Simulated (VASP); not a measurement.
# O in VASP: further runs

The runs below take O through single point, relaxation of the atoms, with PBE+D3(BJ).

Program: VASP 6.6.1. These are calculated values, not measurements. Logs are shortened: lines on timing, memory, paths and dates and some standing lists are left out, and cuts for length are marked.

### 1 The cell of the first run

The cell holds an amorphous packing of atoms, 12 atoms: a = 7.157 Å, b = 7.157 Å, c = 7.157 Å, α = 90.00°, β = 90.00°, γ = 90.00°.

### 2 Single point, PBE+D3(BJ), collinear spin, ferromagnetic start

INCAR reads:

```
ALGO = Normal
EDIFF = 1E-7
ENCUT = 520
GGA = PE
ISIF = 2
ISMEAR = -1
ISPIN = 2
IVDW = 12
LASPH = True
LCHARG = False
LORBIT = 11
LREAL = False
LWAVE = False
MAGMOM = 1 1 1 1 1 1 1 1 1 1 1 1
NBANDS = 52
NELM = 150
PREC = Accurate
SIGMA = 0.05
```

KPOINTS reads:

```
k-points
0
Gamma
  1 1 1
```

POSCAR reads:

```
O
1.0
    7.1569970000      0.0000000000      0.0000000000
    0.0000000000      7.1569970000      0.0000000000
    0.0000000000      0.0000000000      7.1569970000
O
12
Direct
    0.1176298862      0.0437309470      0.7523675818
    0.1740171643      0.1798697927      0.6664440363
    0.7671564214      0.9198512794      0.2287139397
    0.7437192333      0.7871414546      0.1241988602
    0.5366197158      0.8642949577      0.6381100194
    0.4504694628      0.7777692216      0.5193937918
    0.2946658146      0.1531320378      0.2170055191
    0.2041755080      0.2967182685      0.1997130474
    0.5756704562      0.4066165429      0.7574239637
    0.5588390307      0.4327491774      0.9253024854
    1.0405031594      0.5967031780      0.5457176571
    0.9049399472      0.5292783424      0.4678859982
```

Potentials or basis: VASP PAW PBE potentials, release 64 (O).

On the command line:

```sh
cat potpaw_PBE.64/O/POTCAR > POTCAR
mpirun -np 1 vasp_gam > vasp.out
```

OUTCAR:

```text
EDIFF = 1E-7
   ENCUT = 520
   GGA = PE
   ISIF = 2
   ISMEAR = -1
   ISPIN = 2
   IVDW = 12
   LASPH = True
   LORBIT = 11
   LREAL = False
   NELM = 150
   PREC = Accurate
 IVDW          = 12

 ion  position               nearest neighbor table
   1  0.118  0.044  0.752-   2 1.22
   2  0.174  0.180  0.666-   1 1.22
   3  0.767  0.920  0.229-   4 1.22
   4  0.744  0.787  0.124-   3 1.22
   5  0.537  0.864  0.638-   6 1.22
   6  0.450  0.778  0.519-   5 1.22
   7  0.295  0.153  0.217-   8 1.22
   8  0.204  0.297  0.200-   7 1.22
   9  0.576  0.407  0.757-  10 1.22
  10  0.559  0.433  0.925-   9 1.22
  11  0.041  0.597  0.546-  12 1.22
  12  0.905  0.529  0.468-  11 1.22

  LATTYP: Found a simple cubic cell.
 ALAT       =     7.1569970000

  Lattice vectors:

 A1 = (   7.1569970000,   0.0000000000,   0.0000000000)
 A2 = (   0.0000000000,   7.1569970000,   0.0000000000)
 A3 = (   0.0000000000,   0.0000000000,   7.1569970000)

Analysis of symmetry for initial positions (statically):
=====================================================================
 Subroutine PRICEL returns:
 Original cell was already a primitive cell.

 Routine SETGRP: Setting up the symmetry group for a
 simple cubic supercell.

 Subroutine GETGRP returns: Found  1 space group operations
 (whereof  1 operations were pure point group operations)
 out of a pool of 48 trial point group operations.

The static configuration has the point symmetry C_1 .

Analysis of symmetry for dynamics (positions and initial velocities):
=====================================================================
 Subroutine PRICEL returns:
 Original cell was already a primitive cell.

 Routine SETGRP: Setting up the symmetry group for a
 simple cubic supercell.

 Subroutine GETGRP returns: Found  1 space group operations
 (whereof  1 operations were pure point group operations)
 out of a pool of 48 trial point group operations.

The dynamic configuration has the point symmetry C_1 .

Analysis of structural, dynamic, and magnetic symmetry:
=====================================================================
 Subroutine PRICEL returns:
 Original cell was already a primitive cell.

 Routine SETGRP: Setting up the symmetry group for a
 simple cubic supercell.

 Subroutine GETGRP returns: Found  1 space group operations
 (whereof  1 operations were pure point group operations)
 out of a pool of 48 trial point group operations.

The overall configuration has the point symmetry C_1 .

 Subroutine INISYM returns: Found  1 space group operations
 (whereof  1 operations are pure point group operations),
 and found     1 'primitive' translations

----------------------------------------------------------------------------------------

                                     Primitive cell

  volume of cell :     366.6000

  direct lattice vectors                    reciprocal lattice vectors
     7.156997000  0.000000000  0.000000000     0.139723406  0.000000000  0.000000000
     0.000000000  7.156997000  0.000000000     0.000000000  0.139723406  0.000000000
     0.000000000  0.000000000  7.156997000     0.000000000  0.000000000  0.139723406

  length of vectors
     7.156997000  7.156997000  7.156997000     0.139723406  0.139723406  0.139723406

  position of ions in fractional coordinates (direct lattice)
     0.117629886  0.043730947  0.752367582
     0.174017164  0.179869793  0.666444036
     0.767156421  0.919851279  0.228713940
     0.743719233  0.787141455  0.124198860
     0.536619716  0.864294958  0.638110019
     0.450469463  0.777769222  0.519393792
     0.294665815  0.153132038  0.217005519
     0.204175508  0.296718269  0.199713047
     0.575670456  0.406616543  0.757423964
     0.558839031  0.432749177  0.925302485
     0.040503159  0.596703178  0.545717657
     0.904939947  0.529278342  0.467885998

  ion indices of the primitive-cell ions
   primitive index   ion index
                 1           1
                 2           2
                 3           3
                 4           4
                 5           5
                 6           6
                 7           7
                 8           8
                 9           9
                10          10
                11          11
                12          12

----------------------------------------------------------------------------------------

 KPOINTS: k-points

Automatic generation of k-mesh.
 Grid dimensions read from file:
 generate k-points for:    1    1    1

 Generating k-lattice:

  Cartesian coordinates                     Fractional coordinates (reciprocal lattice)
     0.139723406  0.000000000  0.000000000     1.000000000  0.000000000  0.000000000
     0.000000000  0.139723406  0.000000000     0.000000000  1.000000000  0.000000000
     0.000000000  0.000000000  0.139723406     0.000000000  0.000000000  1.000000000

  Length of vectors
     0.139723406  0.139723406  0.139723406

  Shift w.r.t. Gamma in fractional coordinates (k-lattice)
     0.000000000  0.000000000  0.000000000

 Subroutine IBZKPT returns following result:
 ===========================================

 Found      1 irreducible k-points:

 Following reciprocal coordinates:
            Coordinates               Weight
  0.000000  0.000000  0.000000      1.000000
   k-points           NKPTS =      1   k-points in BZ     NKDIM =      1   number of bands    NBANDS=     52
   number of dos      NEDOS =    301   number of ions     NIONS =     12
   total plane-waves  NPLWV = 157464
   dimension x,y,z NGX =    54 NGY =   54 NGZ =   54
   dimension x,y,z NGXF=   108 NGYF=  108 NGZF=  108
   ions per type =              12
   NGX,Y,Z   is equivalent  to a cutoff of  12.54, 12.54, 12.54 a.u.
   NGXF,Y,Z  is equivalent  to a cutoff of  25.09, 25.09, 25.09 a.u.
 SYSTEM =  unknown system
   PREC   = accura    normal or accurate (medium, high low for compatibility)
   ISTART =      0    job   : 0-new  1-cont  2-samecut
   ICHARG =      2    charge: 1-file 2-atom 10-const
   ISPIN  =      2    spin polarized calculation?
   LNONCOLLINEAR =      F non collinear calculations
   LSORBIT =      F    spin-orbit coupling
   LASPH  =      T    aspherical Exc in radial PAW
   ENCUT  =  520.0 eV  38.22 Ry    6.18 a.u.  13.31 13.31 13.31*2*pi/ulx,y,z
   NELM   =    150;   NELMIN=  2; NELMDL= -5     # of ELM steps
   EDIFF  = 0.1E-06   stopping-criterion for ELM
   LREAL  =      F    real-space projection
   EDIFFG = 0.1E-05   stopping-criterion for IOM
   NSW    =      0    number of steps for IOM
   IBRION =     -1    ionic relax: 0-MD 1-quasi-New 2-CG
   NFREE  =      0    steps in history (QN), initial steepest desc. (CG)
   ISIF   =      2    stress and relaxation
   ISYM   =      2    0-nonsym 1-usesym 2-fastsym
   POTIM  = 0.5000    time-step for ionic-motion
   TEBEG  =    0.0;   TEEND  =   0.0 temperature during run
   PSTRESS=    0.0 pullay stress
   NELECT =      72.0000    total number of electrons
   NUPDOWN=      -1.0000    fix difference up-down
   EMIN   =  10.00;   EMAX   =-10.00  energy-range for DOS
   EFERMI =   0.00;   METHOD = LEGACY
   ISMEAR =    -1;   SIGMA  =   0.05  broadening in eV -4-tet -1-fermi 0-gaus
   EFERMI_NEDOS =   21; number of points for ismear=-14 and -15
   IALGO  =     38    algorithm
   IMIX   =      4    mixing-type and parameters
     AMIX     =   0.40;   BMIX     =  1.00
     AMIX_MAG =   1.60;   BMIX_MAG =  1.00
  volume/ion in A,a.u.               =      30.55       206.16
  Fermi-wavevector in a.u.,A,eV,Ry     =   0.951601  1.798265 12.320677  0.905544
  Thomas-Fermi vector in A             =   2.080086
   LORBIT       =     11    0 simple, 1 ext, 2 COOP (PROOUT), +10 PAW based schemes
   GGA     = PE    functional components
   LHFCALC =     F    Hartree Fock is set to
   AEXX    =    0.0000 exact exchange contribution
   IVDW    =    12    specifies the selected vdW correction
   LEPSILON=     F    determine dielectric tensor
   LRPA    =     F    only Hartree local field effects (RPA)
 spin polarized calculation
  energy-cutoff  :      520.00
  volume of cell :      366.60
 maximum number of plane-waves:      4922
 NGX is ok and might be reduce to    54
   NGX = 27   NGY = 27   NGZ = 27

 number of electron      71.9999995 magnetization      11.9999998

 Free energy of the ion-electron system (eV)
  ---------------------------------------------------
  ext. energy  EPLUGINS =         0.00000000
  ---------------------------------------------------
  free energy    TOTEN  =       -59.36115362 eV

  energy without entropy =      -59.36115361  energy(sigma->0) =      -59.36115361

 E-fermi :  -3.4405     XC(G=0):  -5.2421

 val. band max:       -4.4326720547   @ k =   0.0000   0.0000   0.0000
 cond. band min:      -2.4634697626   @ k =   0.0000   0.0000   0.0000
 fundamental gap:      1.9692022921
 Fermi energy:        -3.4404961211

 spin component 1

 k-point     1 :       0.0000    0.0000    0.0000
  band No.  band energies     occupation
      1     -30.5184      1.00000
      2     -30.4973      1.00000
      3     -30.4838      1.00000
      4     -30.4549      1.00000
      5     -30.4516      1.00000
      6     -30.4263      1.00000
[... 40 lines left out ...]
     47       3.7397      0.00000
     48       3.7761      0.00000
 Fermi energy:        -3.4404961211

 spin component 2

 k-point     1 :       0.0000    0.0000    0.0000
  band No.  band energies     occupation
      1     -29.3150      1.00000
      2     -29.2926      1.00000
      3     -29.2795      1.00000
      4     -29.2495      1.00000
      5     -29.2462      1.00000
      6     -29.2191      1.00000
[... 40 lines left out ...]
     47       4.1640      0.00000
     48       4.2453      0.00000
 [bands above 48 left out]

------------------------ aborting loop because EDIFF is reached ----------------------------------------

 Edisp (eV)   -0.27442

 E8    (eV) :    -0.0618

  FORCE on cell =-STRESS in cart. coord.  units (eV):
  Direction    XX          YY          ZZ          XY          YZ          ZX
  --------------------------------------------------------------------------------------
  -------------------------------------------------------------------------------------
  Total       1.07314     2.12525     2.09125     0.67434     0.81776     0.76210
  in kB       4.69000     9.28812     9.13952     2.94712     3.57391     3.33064
  external pressure =        7.71 kB  Pullay stress =        0.00 kB

 VOLUME and BASIS-vectors are now :
 -----------------------------------------------------------------------------
  energy-cutoff  :      520.00
  volume of cell :      366.60
      direct lattice vectors                 reciprocal lattice vectors
     7.156997000  0.000000000  0.000000000     0.139723406  0.000000000  0.000000000
     0.000000000  7.156997000  0.000000000     0.000000000  0.139723406  0.000000000
     0.000000000  0.000000000  7.156997000     0.000000000  0.000000000  0.139723406

 POSITION                                       TOTAL-FORCE (eV/Angst)
 -----------------------------------------------------------------------------------
      0.84188      0.31298      5.38469        -0.318622     -0.737329      0.476703
      1.24544      1.28733      4.76974         0.296985      0.730114     -0.456976
      5.49054      6.58337      1.63690         0.143794      0.744305      0.571913
      5.32280      5.63357      0.88889        -0.133905     -0.718495     -0.598371
      3.84059      6.18576      4.56695         0.552626      0.544505      0.753028
      3.22401      5.56649      3.71730        -0.543001     -0.535167     -0.752294
      2.10892      1.09597      1.55311         0.485650     -0.763597      0.090949
      1.46128      2.12361      1.42935        -0.481286      0.749616     -0.098988
      4.12007      2.91015      5.42088         0.094073     -0.147749     -0.839361
      3.99961      3.09718      6.62239        -0.092104      0.121683      0.847181
      0.28988      4.27060      3.90570         0.889840      0.454508      0.519885
      6.47665      3.78804      3.34866        -0.894052     -0.442395     -0.513670
 -----------------------------------------------------------------------------------
    total drift:                               -0.001818      0.000255     -0.001097

  FREE ENERGIE OF THE ION-ELECTRON SYSTEM (eV)
  ---------------------------------------------------
  free  energy   TOTEN  =       -59.6355765385 eV

  energy  without entropy=      -59.6355765269  energy(sigma->0) =      -59.63557653

 total charge

# of ion       s       p       d       tot
------------------------------------------
    1        1.612   3.294   0.000   4.905
    2        1.612   3.295   0.000   4.906
    3        1.611   3.295   0.000   4.907
    4        1.612   3.293   0.000   4.905
    5        1.612   3.298   0.000   4.909
    6        1.612   3.296   0.000   4.908
    7        1.612   3.293   0.000   4.905
    8        1.612   3.294   0.000   4.905
    9        1.612   3.293   0.000   4.904
   10        1.612   3.293   0.000   4.904
   11        1.612   3.297   0.000   4.909
   12        1.612   3.298   0.000   4.910
--------------------------------------------------
tot         19.341  39.538   0.000  58.879

 magnetization (x)

# of ion       s       p       d       tot
------------------------------------------
    1        0.010   0.799   0.000   0.809
    2        0.010   0.798   0.000   0.808
    3        0.010   0.796   0.000   0.806
    4        0.010   0.801   0.000   0.811
    5        0.010   0.796   0.000   0.807
    6        0.010   0.800   0.000   0.810
    7        0.010   0.798   0.000   0.809
    8        0.010   0.799   0.000   0.809
    9        0.010   0.800   0.000   0.810
   10        0.010   0.799   0.000   0.809
   11        0.011   0.798   0.000   0.809
   12        0.010   0.799   0.000   0.809
--------------------------------------------------
tot          0.124   9.583   0.000   9.707
```

It took 64 s on 1 thread of Oxide Virtual Turin-like, shared host; peak memory 0.44 GiB.

Results:

```
Free energy                                           : -59.6356 eV
Pressure                                              : 0.8 GPa
Largest force                                         : 1.126 eV/Å
Band gap on the k mesh                                : 1.97 eV
Net moment                                            : 12.00 μB per cell
Site moments                                          : O +0.81 μB
Valence electrons inside the program's atomic spheres : O 4.91, 4.90
Dispersion energy per atom                            : -0.023 eV
```

Forces on the atoms (eV/Å):
```
O   -0.319 -0.737  0.477
O    0.297  0.730 -0.457
O    0.144  0.744  0.572
O   -0.134 -0.718 -0.598
O    0.553  0.545  0.753
O   -0.543 -0.535 -0.752
O    0.486 -0.764  0.091
O   -0.481  0.750 -0.099
O    0.094 -0.148 -0.839
O   -0.092  0.122  0.847
O    0.890  0.455  0.520
O   -0.894 -0.442 -0.514
```

Levels at points of the mesh, in eV from the valence-band top:
Spin up:
```
           k point  band 39  band 40  band 41  band 42  band 43  band 44  band 45  band 46
(0.00, 0.00, 0.00)    -0.08    -0.08    -0.04     0.00     5.76     7.47     7.66     7.87
```
Spin down:
| k point | band 26 | band 27 | band 28 | band 29 | band 30 | band 31 | band 32 | band 33 | band 34 | band 35 |
| --- | --- | --- | --- | --- | --- | --- | --- | --- | --- | --- |
| (0.00, 0.00, 0.00) | -4.69 | -4.66 | -4.64 | -4.60 | -4.57 | 1.97 | 2.03 | 2.07 | 2.08 | 2.12 |

Caveat: the k points lie up to 0.88 Å⁻¹ apart; the standard files for N, O and F lose accuracy on very short bonds.

### 3 Single point, PBE+D3(BJ), collinear spin, ferromagnetic start

INCAR reads:

```
ALGO = Normal
EDIFF = 1E-6
ENCUT = 520
GGA = PE
ISIF = 2
ISMEAR = -1
ISPIN = 2
IVDW = 12
LASPH = T
LCHARG = F
LORBIT = 11
LREAL = F
LWAVE = F
MAGMOM = 0.56 0.56 0.56 0.56 0.56 0.56 0.56 0.56 0.56 0.56 0.56 0.56
NBANDS = 52
NELM = 150
PREC = Accurate
SIGMA = 0.05
```

KPOINTS is that of step 2.

POSCAR reads:

```
O
1.0
    7.1569970000      0.0000000000      0.0000000000
    0.0000000000      7.1569970000      0.0000000000
    0.0000000000      0.0000000000      7.1569970000
O
12
Direct
    0.1760934090      0.1156630358      0.8353084401
    0.0735364288      0.1799637474      0.7132321000
    0.6403942883      0.9091802050      0.2471986505
    0.7268551321      0.7749199839      0.1956826306
    0.4680035495      0.7803133074      0.6681293844
    0.3623726543      0.6995950955      0.5553865679
    0.1676541153      0.1438731915      0.1656560706
    0.0196031939      0.2430628377      0.1676820599
    0.5695265766      0.3460110435      0.7379631429
    0.6421268585      0.3992736060      0.8902057665
    0.9527739078      0.6123937176      0.6639935716
    0.8916309452      0.5254298695      0.5363282952
```

Potentials or basis: VASP PAW PBE potentials, release 64 (O).

On the command line:

```sh
cat potpaw_PBE.64/O/POTCAR > POTCAR
mpirun -np 1 vasp_gam > vasp.out
```

Run time: 85 s. Hardware: 1 thread of Oxide Virtual Turin-like, shared host; peak memory 0.44 GiB.

Results (log left out):

```yaml
Free_energy: -59.2179 eV
Pressure: 0.2 GPa
Largest_force: 3.750 eV/Å
Band_gap_on_the_k_mesh: 1.38 eV
Net_moment: 12.00 μB per cell
Site_moments: O +0.82, +0.81, +0.80, +0.83 μB
Valence_electrons_inside_the_program's_atomic_spheres: O 4.90, 4.89, 4.94, 4.87, 4.83, 4.84, 4.96
Dispersion_energy_per_atom: -0.023 eV
```

Forces on the atoms (eV/Å):
```
O    0.132 -0.139 -0.512
O   -0.105  0.034 -0.287
O   -1.359  2.118  0.799
O    1.360 -2.099 -0.829
O   -0.610 -0.456 -0.653
O    0.622  0.492  0.634
O   -2.177  1.504  0.782
O    2.156 -1.443  0.033
O    0.813  0.574  1.851
O   -0.883 -0.669 -1.769
O    1.375  1.998  2.859
O   -1.324 -1.915 -2.909
```

Stress tensor (GPa, compression positive):
```
-0.89  0.18 -0.30
 0.18  0.57  0.59
-0.30  0.59  0.91
```

Levels at points of the mesh, in eV from the valence-band top:
Spin up:
| k point | band 39 | band 40 | band 41 | band 42 | band 43 | band 44 | band 45 | band 46 |
| --- | --- | --- | --- | --- | --- | --- | --- | --- |
| (0.00, 0.00, 0.00) | -0.23 | -0.19 | -0.03 | 0.00 | 5.55 | 6.99 | 7.13 | 7.33 |
Spin down:
```csv
k point,band 26,band 27,band 28,band 29,band 30,band 31,band 32,band 33,band 34,band 35
"(0.00, 0.00, 0.00)",-4.74,-4.53,-4.49,-4.48,-4.10,1.38,1.47,1.54,1.57,1.67
```

Caveat: the k points lie up to 0.88 Å⁻¹ apart; the standard files for N, O and F lose accuracy on very short bonds.

(Part 1 of 2 ends here.)
